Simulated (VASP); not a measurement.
# Sr (Fm-3m) in VASP: further runs

Runs on Sr. Level: PBE. Tasks: single point.

All numbers are computed with VASP 6.6.1; they aren't measurements. Logs are shortened: lines on timing, memory, paths and dates and some standing lists are left out, and cuts for length are marked.

**1. The cell of the first run**

Symmetry: Fm-3m, No. 225, cubic system. Conventional cell: a = 6.035 Å, b = 6.035 Å, c = 6.035 Å, α = 90.00°, β = 90.00°, γ = 90.00°. Sr (site symmetry m-3m) has 12 Sr at 4.27 Å within 5.6 Å.

**2. Single point, PBE**

Input file INCAR:

```
SYSTEM = Sr
PREC     = Accurate       ! precision mode
ENCUT    = 520            ! plane-wave cutoff, eV
EDIFF    = 1E-6           ! SCF threshold, eV
ISMEAR   = -1             ! smearing method
SIGMA    = 0.05           ! smearing width, eV
LREAL    = .False.        ! projectors in reciprocal space
LASPH    = .True.         ! aspherical terms in the spheres
NELM     = 100            ! most SCF steps
ALGO     = Normal         ! electronic algorithm
ISIF     = 2              ! what is computed and relaxed
LWAVE    = .False.        ! write WAVECAR
LCHARG   = .False.        ! write CHGCAR
GGA      = PE             ! functional
NBANDS   = 11             ! bands
```

Input file KPOINTS:

```
Automatic mesh
0
Gamma
  12 12 12
  0 0 0
```

Input file POSCAR:

```
Sr
1.0
    0.0000000000      3.0177222722      3.0177222722
    3.0177222722      0.0000000000      3.0177222722
    3.0177222722      3.0177222722      0.0000000000
Sr
1
Direct
    0.0000000000      0.0000000000      0.0000000000
```

Potentials or basis: VASP PAW PBE potentials, release 64 (Sr_sv).

On the command line:

```bash
$ cat potpaw_PBE.64/Sr_sv/POTCAR > POTCAR
$ mpirun -np 1 vasp_std > vasp.out
```

OUTCAR:

```text
SYSTEM = Sr
   PREC = Accurate
   ENCUT = 520
   EDIFF = 1E-6
   ISMEAR = -1
   LREAL = .False.
   LASPH = .True.
   NELM = 100
   ISIF = 2
   GGA = PE

 ion  position               nearest neighbor table
   1  0.000  0.000  0.000-

  LATTYP: Found a face centered cubic cell.
 ALAT       =     6.0354445444

  Lattice vectors:

 A1 = (   0.0000000000,   3.0177222722,   3.0177222722)
 A2 = (   3.0177222722,   0.0000000000,   3.0177222722)
 A3 = (   3.0177222722,   3.0177222722,   0.0000000000)

Analysis of symmetry for initial positions (statically):
=====================================================================
 Subroutine PRICEL returns:
 Original cell was already a primitive cell.

 Routine SETGRP: Setting up the symmetry group for a
 face centered cubic supercell.

 Subroutine GETGRP returns: Found 48 space group operations
 (whereof 48 operations were pure point group operations)
 out of a pool of 48 trial point group operations.

The static configuration has the point symmetry O_h .

Analysis of symmetry for dynamics (positions and initial velocities):
=====================================================================
 Subroutine PRICEL returns:
 Original cell was already a primitive cell.

 Routine SETGRP: Setting up the symmetry group for a
 face centered cubic supercell.

 Subroutine GETGRP returns: Found 48 space group operations
 (whereof 48 operations were pure point group operations)
 out of a pool of 48 trial point group operations.

The dynamic configuration has the point symmetry O_h .

 Subroutine INISYM returns: Found 48 space group operations
 (whereof 48 operations are pure point group operations),
 and found     1 'primitive' translations

----------------------------------------------------------------------------------------

                                     Primitive cell

  volume of cell :      54.9627

  direct lattice vectors                    reciprocal lattice vectors
     0.000000000  3.017722272  3.017722272    -0.165687878  0.165687878  0.165687878
     3.017722272  0.000000000  3.017722272     0.165687878 -0.165687878  0.165687878
     3.017722272  3.017722272  0.000000000     0.165687878  0.165687878 -0.165687878

  length of vectors
     4.267703765  4.267703765  4.267703765     0.286979823  0.286979823  0.286979823

  position of ions in fractional coordinates (direct lattice)
     0.000000000  0.000000000  0.000000000

  ion indices of the primitive-cell ions
   primitive index   ion index
                 1           1

----------------------------------------------------------------------------------------

 KPOINTS: Automatic mesh

Automatic generation of k-mesh.
 Grid dimensions read from file:
 generate k-points for:   12   12   12

 Generating k-lattice:

  Cartesian coordinates                     Fractional coordinates (reciprocal lattice)
    -0.013807323  0.013807323  0.013807323     0.083333333  0.000000000  0.000000000
     0.013807323 -0.013807323  0.013807323     0.000000000  0.083333333  0.000000000
     0.013807323  0.013807323 -0.013807323     0.000000000  0.000000000  0.083333333

  Length of vectors
     0.023914985  0.023914985  0.023914985

  Shift w.r.t. Gamma in fractional coordinates (k-lattice)
     0.000000000  0.000000000  0.000000000

 Subroutine IBZKPT returns following result:
 ===========================================

 Found     72 irreducible k-points:

 Following reciprocal coordinates:
            Coordinates               Weight
  0.000000  0.000000  0.000000      1.000000
  0.083333  0.000000  0.000000      8.000000
  0.166667  0.000000  0.000000      8.000000
  0.250000  0.000000  0.000000      8.000000
  0.333333  0.000000  0.000000      8.000000
  0.416667  0.000000  0.000000      8.000000
[... 16 lines left out ...]
  0.500000  0.166667  0.000000     24.000000
 -0.416667  0.166667  0.000000     24.000000
 [... further k-points ...]
   k-points           NKPTS =     72   k-points in BZ     NKDIM =     72   number of bands    NBANDS=     11
   number of dos      NEDOS =    301   number of ions     NIONS =      1
   total plane-waves  NPLWV =  32768
   dimension x,y,z NGX =    32 NGY =   32 NGZ =   32
   dimension x,y,z NGXF=    64 NGYF=   64 NGZF=   64
   ions per type =               1
   NGX,Y,Z   is equivalent  to a cutoff of  12.47, 12.47, 12.47 a.u.
   NGXF,Y,Z  is equivalent  to a cutoff of  24.93, 24.93, 24.93 a.u.
 SYSTEM =  Sr
   PREC   = accura    normal or accurate (medium, high low for compatibility)
   ISTART =      0    job   : 0-new  1-cont  2-samecut
   ICHARG =      2    charge: 1-file 2-atom 10-const
   ISPIN  =      1    spin polarized calculation?
   LNONCOLLINEAR =      F non collinear calculations
   LSORBIT =      F    spin-orbit coupling
   LASPH  =      T    aspherical Exc in radial PAW
   ENCUT  =  520.0 eV  38.22 Ry    6.18 a.u.   7.94  7.94  7.94*2*pi/ulx,y,z
   NELM   =    100;   NELMIN=  2; NELMDL= -5     # of ELM steps
   EDIFF  = 0.1E-05   stopping-criterion for ELM
   LREAL  =      F    real-space projection
   EDIFFG = 0.1E-04   stopping-criterion for IOM
   NSW    =      0    number of steps for IOM
   IBRION =     -1    ionic relax: 0-MD 1-quasi-New 2-CG
   NFREE  =      0    steps in history (QN), initial steepest desc. (CG)
   ISIF   =      2    stress and relaxation
   ISYM   =      2    0-nonsym 1-usesym 2-fastsym
   POTIM  = 0.5000    time-step for ionic-motion
   TEBEG  =    0.0;   TEEND  =   0.0 temperature during run
   PSTRESS=    0.0 pullay stress
   NELECT =      10.0000    total number of electrons
   NUPDOWN=      -1.0000    fix difference up-down
   EMIN   =  10.00;   EMAX   =-10.00  energy-range for DOS
   EFERMI =   0.00;   METHOD = LEGACY
   ISMEAR =    -1;   SIGMA  =   0.05  broadening in eV -4-tet -1-fermi 0-gaus
   EFERMI_NEDOS =   21; number of points for ismear=-14 and -15
   IALGO  =     38    algorithm
   IMIX   =      4    mixing-type and parameters
     AMIX     =   0.40;   BMIX     =  1.00
     AMIX_MAG =   1.60;   BMIX_MAG =  1.00
  volume/ion in A,a.u.               =      54.96       370.91
  Fermi-wavevector in a.u.,A,eV,Ry     =   0.927653  1.753010 11.708359  0.860540
  Thomas-Fermi vector in A             =   2.053746
   LORBIT       =      0    0 simple, 1 ext, 2 COOP (PROOUT), +10 PAW based schemes
   GGA     = PE    functional components
   LHFCALC =     F    Hartree Fock is set to
   AEXX    =    0.0000 exact exchange contribution
   IVDW    =     0    specifies the selected vdW correction
   LEPSILON=     F    determine dielectric tensor
   LRPA    =     F    only Hartree local field effects (RPA)
 non-spin polarized calculation
  energy-cutoff  :      520.00
  volume of cell :       54.96
 maximum number of plane-waves:      1492
   NGX = 15   NGY = 15   NGZ = 15

 number of electron      10.0000000 magnetization

 Free energy of the ion-electron system (eV)
  ---------------------------------------------------
  ext. energy  EPLUGINS =         0.00000000
  ---------------------------------------------------
  free energy    TOTEN  =        -1.64238716 eV

  energy without entropy =       -1.63071028  energy(sigma->0) =       -1.63654872

 E-fermi :   1.5828     XC(G=0):  -7.3517

 val. band max:        1.5756144129   @ k =  -0.3333   0.3333   0.1667
 cond. band min:       1.5932371413   @ k =  -0.4167   0.2500   0.0000
 fundamental gap:      0.0176227284
 Fermi energy:         1.5828138568

 k-point     1 :       0.0000    0.0000    0.0000
  band No.  band energies     occupation
      1     -35.0320      2.00000
      2     -16.9198      2.00000
      3     -16.9198      2.00000
      4     -16.9198      2.00000
      5      -2.0604      2.00000
      6       3.9300      0.00000
      7       3.9300      0.00000
      8       3.9300      0.00000
      9       5.3969      0.00000
     10       5.3969      0.00000
     11       8.6918      0.00000

 k-point     2 :       0.0833    0.0000    0.0000
  band No.  band energies     occupation
      1     -35.0311      2.00000
      2     -16.9332      2.00000
      3     -16.9216      2.00000
      4     -16.9216      2.00000
      5      -1.9485      2.00000
      6       3.7551      0.00000
      7       3.9830      0.00000
      8       3.9830      0.00000
      9       5.3258      0.00000
     10       5.3258      0.00000
     11       8.9813      0.00000

 k-point     3 :       0.1667    0.0000    0.0000
  band No.  band energies     occupation
      1     -35.0285      2.00000
      2     -16.9698      2.00000
      3     -16.9265      2.00000
      4     -16.9265      2.00000
      5      -1.6234      2.00000
      6       3.3397      0.00000
      7       4.0861      0.00000
      8       4.0861      0.00000
      9       5.2247      0.00000
     10       5.2247      0.00000
     11       9.1241      0.00000

 k-point     4 :       0.2500    0.0000    0.0000
  band No.  band energies     occupation
      1     -35.0250      2.00000
      2     -17.0191      2.00000
      3     -16.9332      2.00000
      4     -16.9332      2.00000
      5      -1.1184      2.00000
      6       2.8478      0.00000
      7       4.0810      0.00000
      8       4.0810      0.00000
      9       5.3455      0.00000
     10       5.3455      0.00000
     11       8.3762      0.00000

 k-point     5 :       0.3333    0.0000    0.0000
  band No.  band energies     occupation
      1     -35.0216      2.00000
      2     -17.0676      2.00000
      3     -16.9400      2.00000
      4     -16.9400      2.00000
      5      -0.4952      2.00000
      6       2.3601      0.00000
      7       3.9476      0.00000
      8       3.9476      0.00000
      9       5.7443      0.00000
     10       5.7443      0.00000
     11       7.7714      0.00000
[... 211 lines left out ...]
 k-point    21 :       0.3333    0.1667    0.0000
  band No.  band energies     occupation
      1     -35.0216      2.00000
      2     -17.0399      2.00000
      3     -16.9539      2.00000
      4     -16.9533      2.00000
      5      -0.5732      2.00000
      6       2.5619      0.00000
      7       3.5601      0.00000
      8       4.3498      0.00000
      9       5.0449      0.00000
     10       6.0216      0.00000
     11       8.5707      0.00000

 k-point    22 :       0.4167    0.1667    0.0000
  band No.  band energies     occupation
      1     -35.0187      2.00000
      2     -17.0748      2.00000
      3     -16.9651      2.00000
      4     -16.9577      2.00000
      5       0.0577      2.00000
      6       2.1722      0.00002
      7       3.3180      0.00000
      8       4.2416      0.00000
      9       5.6002      0.00000
     10       6.3753      0.00000
     11       7.5899      0.00000

 k-point    23 :       0.5000    0.1667    0.0000
  band No.  band energies     occupation
      1     -35.0169      2.00000
      2     -17.0956      2.00000
      3     -16.9756      2.00000
      4     -16.9578      2.00000
      5       0.6695      2.00000
      6       1.7598      0.05645
      7       3.2207      0.00000
      8       4.1337      0.00000
      9       6.1090      0.00000
     10       6.4812      0.00000
     11       6.9961      0.00000

 k-point    24 :      -0.4167    0.1667    0.0000
  band No.  band energies     occupation
      1     -35.0167      2.00000
      2     -17.0973      2.00000
      3     -16.9820      2.00000
      4     -16.9538      2.00000
      5       0.8175      2.00000
      6       1.6749      0.27373
      7       3.1788      0.00000
      8       4.0946      0.00000
      9       6.1370      0.00000
     10       6.3980      0.00000
     11       7.0746      0.00000

 [... further k-points ...]

------------------------ aborting loop because EDIFF is reached ----------------------------------------

  FORCE on cell =-STRESS in cart. coord.  units (eV):
  Direction    XX          YY          ZZ          XY          YZ          ZX
  --------------------------------------------------------------------------------------
  -------------------------------------------------------------------------------------
  Total       -0.0090256     -0.0090256     -0.0090256      0.0000000      0.0000000     -0.0000000
  in kB       -0.2630977     -0.2630977     -0.2630977      0.0000000      0.0000000     -0.0000000
  external PRESSURE =      -0.2630977 kB  Pullay stress =       0.0000000 kB

 VOLUME and BASIS-vectors are now :
 -----------------------------------------------------------------------------
  energy-cutoff  :      520.00
  volume of cell :       54.96
      direct lattice vectors                 reciprocal lattice vectors
     0.000000000  3.017722272  3.017722272    -0.165687878  0.165687878  0.165687878
     3.017722272  0.000000000  3.017722272     0.165687878 -0.165687878  0.165687878
     3.017722272  3.017722272  0.000000000     0.165687878  0.165687878 -0.165687878

 POSITION                                       TOTAL-FORCE (eV/Angst)
 -----------------------------------------------------------------------------------
      0.00000      0.00000      0.00000         0.000000     -0.000000      0.000000
 -----------------------------------------------------------------------------------
    total drift:                                0.000000      0.000000      0.000000

  FREE ENERGIE OF THE ION-ELECTRON SYSTEM (eV)
  ---------------------------------------------------
  free  energy   TOTEN  =        -1.6423871643 eV

  energy  without entropy=       -1.6307102778  energy(sigma->0) =       -1.63654872
```

It took 22 s on 1 thread of Intel Xeon 8259CL, shared host; peak memory 0.2 GiB.

Results:

| Quantity | Value |
| --- | --- |
| Free energy | -1.6424 eV |
| Pressure | 0.0 GPa |
| Band gap on the k mesh | zero (bands 5 and 6 overlap by 0.06 eV) |

**3. Single point, PBE**

Input file INCAR:

```
ALGO     = Normal         # electronic algorithm
EDIFF    = 1E-7           # SCF threshold, eV
ENCUT    = 520            # plane-wave cutoff, eV
GGA      = PE             # functional
ISIF     = 2              # what is computed and relaxed
ISMEAR   = -1             # smearing method
LASPH    = T              # aspherical terms in the spheres
LCHARG   = F              # write CHGCAR
LREAL    = F              # projectors in reciprocal space
LWAVE    = F              # write WAVECAR
NBANDS   = 11             # bands
NELM     = 80             # most SCF steps
PREC     = Accurate       # precision mode
SIGMA    = 0.05           # smearing width, eV
```

Input file KPOINTS:

```
k-points
0
Gamma
  12 12 12
```

POSCAR is that of step 2.

Potentials or basis: VASP PAW PBE potentials, release 64 (Sr_sv).

On the command line:

```bash
$ cat potpaw_PBE.64/Sr_sv/POTCAR > POTCAR
$ mpirun -np 1 vasp_std > vasp.out
```

OUTCAR:

```text
EDIFF = 1E-7
   ENCUT = 520
   GGA = PE
   ISIF = 2
   ISMEAR = -1
   LASPH = T
   LREAL = F
   NELM = 80
   PREC = Accurate

 ion  position               nearest neighbor table
   1  0.000  0.000  0.000-

  LATTYP: Found a face centered cubic cell.
 ALAT       =     6.0354445444

  Lattice vectors:

 A1 = (   0.0000000000,   3.0177222722,   3.0177222722)
 A2 = (   3.0177222722,   0.0000000000,   3.0177222722)
 A3 = (   3.0177222722,   3.0177222722,   0.0000000000)

Analysis of symmetry for initial positions (statically):
=====================================================================
 Subroutine PRICEL returns:
 Original cell was already a primitive cell.

 Routine SETGRP: Setting up the symmetry group for a
 face centered cubic supercell.

 Subroutine GETGRP returns: Found 48 space group operations
 (whereof 48 operations were pure point group operations)
 out of a pool of 48 trial point group operations.

The static configuration has the point symmetry O_h .

Analysis of symmetry for dynamics (positions and initial velocities):
[... 165 lines left out ...]
      1     -35.0319      2.00000
      2     -16.9197      2.00000
      3     -16.9197      2.00000
      4     -16.9197      2.00000
      5      -2.0604      2.00000
      6       3.9300      0.00000
      7       3.9300      0.00000
      8       3.9300      0.00000
      9       5.3968      0.00000
     10       5.3968      0.00000
     11       8.6917      0.00000
[... 309 lines left out ...]
 k-point    24 :      -0.4167    0.1667    0.0000
  band No.  band energies     occupation
      1     -35.0166      2.00000
      2     -17.0972      2.00000
      3     -16.9820      2.00000
      4     -16.9538      2.00000
      5       0.8176      2.00000
      6       1.6749      0.27372
      7       3.1787      0.00000
      8       4.0946      0.00000
      9       6.1370      0.00000
     10       6.3980      0.00000
     11       7.0747      0.00000

 [... further k-points ...]

------------------------ aborting loop because EDIFF is reached ----------------------------------------

  FORCE on cell =-STRESS in cart. coord.  units (eV):
  Direction    XX          YY          ZZ          XY          YZ          ZX
  --------------------------------------------------------------------------------------
  -------------------------------------------------------------------------------------
  Total       -0.0100310     -0.0100310     -0.0100310     -0.0000000     -0.0000000     -0.0000000
  in kB       -0.2924076     -0.2924076     -0.2924076     -0.0000000     -0.0000000     -0.0000000
  external PRESSURE =      -0.2924076 kB  Pullay stress =       0.0000000 kB

 VOLUME and BASIS-vectors are now :
 -----------------------------------------------------------------------------
  energy-cutoff  :      520.00
  volume of cell :       54.96
      direct lattice vectors                 reciprocal lattice vectors
     0.000000000  3.017722272  3.017722272    -0.165687878  0.165687878  0.165687878
     3.017722272  0.000000000  3.017722272     0.165687878 -0.165687878  0.165687878
     3.017722272  3.017722272  0.000000000     0.165687878  0.165687878 -0.165687878

 POSITION                                       TOTAL-FORCE (eV/Angst)
 -----------------------------------------------------------------------------------
      0.00000      0.00000      0.00000         0.000000      0.000000      0.000000
 -----------------------------------------------------------------------------------
    total drift:                                0.000000      0.000000      0.000000

  FREE ENERGIE OF THE ION-ELECTRON SYSTEM (eV)
  ---------------------------------------------------
  free  energy   TOTEN  =        -1.6423872220 eV

  energy  without entropy=       -1.6307101846  energy(sigma->0) =       -1.63654870
```

OSZICAR:

```text
N       E                     dE             d eps       ncg     rms          rms(c)
DAV:   1     0.339303882239E+02    0.33930E+02   -0.47138E+03  1584   0.784E+02
DAV:   2    -0.806152746999E-01   -0.34011E+02   -0.33465E+02  1882   0.149E+02
DAV:   3    -0.155856685007E+01   -0.14780E+01   -0.14603E+01  2332   0.231E+01
DAV:   4    -0.163891102058E+01   -0.80344E-01   -0.80124E-01  2030   0.464E+00
DAV:   5    -0.164078963886E+01   -0.18786E-02   -0.18785E-02  2262   0.575E-01    0.112E+01
DAV:   6    -0.164174043480E+01   -0.95080E-03   -0.68493E-03  1827   0.931E-01    0.632E+00
DAV:   7    -0.164237480813E+01   -0.63437E-03   -0.11440E-02  1749   0.120E+00    0.286E-01
DAV:   8    -0.164235760908E+01    0.17199E-04   -0.13041E-03  2443   0.214E-01    0.718E-02
DAV:   9    -0.164237725986E+01   -0.19651E-04   -0.16222E-05  1917   0.342E-02    0.280E-02
DAV:  10    -0.164238777515E+01   -0.10515E-04   -0.45819E-06  1852   0.186E-02    0.410E-03
DAV:  11    -0.164238716696E+01    0.60819E-06   -0.31277E-07  1999   0.457E-03    0.425E-03
DAV:  12    -0.164238722199E+01   -0.55031E-07   -0.47148E-08  1149   0.151E-03
   1 F= -.16423872E+01 E0= -.16365487E+01  d E =-.116770E-01
```

stdout:

```text
POSCAR found type information on POSCAR Sr
 POSCAR found :  1 types and       1 ions
 scaLAPACK will be used
 LDA part: xc-table for (Slater+PW92), standard interpolation
 POSCAR, INCAR and KPOINTS ok, starting setup
 FFT: planning ... GRIDC
 FFT: planning ... GRID_SOFT
 FFT: planning ... GRID
 WAVECAR not read
 entering main loop
```

Wall time 25 s (1 thread of Intel Xeon 8259CL, shared host); peak memory 0.2 GiB.

What came out:

```yaml
Free_energy: -1.6424 eV
Pressure: 0.0 GPa
Band_gap_on_the_k_mesh: zero (bands 5 and 6 overlap by 0.06 eV)
```
